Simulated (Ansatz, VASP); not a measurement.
**TiAl: VASP beside Ansatz**

Contents of INCAR:

```
ALGO = Fast ; EDIFF = 1E-6
ENCUT = 520 ; GGA = CA
ISIF = 2 ; ISMEAR = 0
LASPH = T ; LCHARG = T
LELF = T ; LREAL = F
LVHAR = T ; LWAVE = F
NBANDS = 14 ; NELM = 60
PREC = Accurate ; SIGMA = 0.15
```

The input KPOINTS:

```
k-points
0
Gamma
  14 14 14
```

Contents of POSCAR:

```
TiAl
1.0
    3.2099985995      0.0000000000      0.0000000000
    0.0000000000      3.3818233420      0.0000000000
    0.0000000000      0.0000000000      3.1240862282
Ti Al
1 1
Direct
    0.0000000000      0.0000000000      0.0000000000
    0.5000000000      0.5000000000      0.5000000000
```

Input for Ansatz:

```yaml
crystal:
  lattice:
    - [3.2099985995, 0.0, 0.0]
    - [0.0, 3.381823342, 0.0]
    - [0.0, 0.0, 3.1240862282]
  atoms:
    - { symbol: Ti, position: [0.0, 0.0, 0.0] }
    - { symbol: Al, position: [0.5, 0.5, 0.5] }
basis:
  ecutwfc: 520.0
kpoints:
  mp_grid: { grid: [14, 14, 14] }
hamiltonian:
  xc: lda
  pseudopotentials: { kind: paw, azcp: { folder: soft_1 } }
scf:
  occupations: { method: gaussian, width: 0.15 }
output:
  forces: true
  stress: true
  eigenvalues: true
```

Change from the starting cell: normal strain along x +0.0275, normal strain along y +0.0825.

Alike in both runs: task single point; functional LDA; k mesh 14 × 14 × 14; occupations gaussian, width 0.15 eV; no spin polarisation.

|  | VASP | Ansatz |
| --- | --- | --- |
| version | VASP 6.6.1 | Ansatz 0.2.0 |
| potentials or method | VASP PAW LDA potentials, release 64 (Ti_sv, Al), cutoff 520 eV | scalar-relativistic, plane waves, PAW |
| valence electrons in the cell | 15 | 15 |

```csv
,VASP,Ansatz,Ansatz less VASP
gap on the k mesh at the Fermi level (eV),none,none,-
pressure (GPa),-10.5,-10.7,-0.14
"traceless stress, the component that is largest in VASP (GPa)",3.31,3.30,-0.004
```

Ansatz warns that its potentials were made for another functional, while VASP's fit it. LDA's correlation is that of Perdew and Zunger in VASP and of Perdew and Wang (1992) in Ansatz. A gap of «none» marks a metal or a gap that the smearing closes.
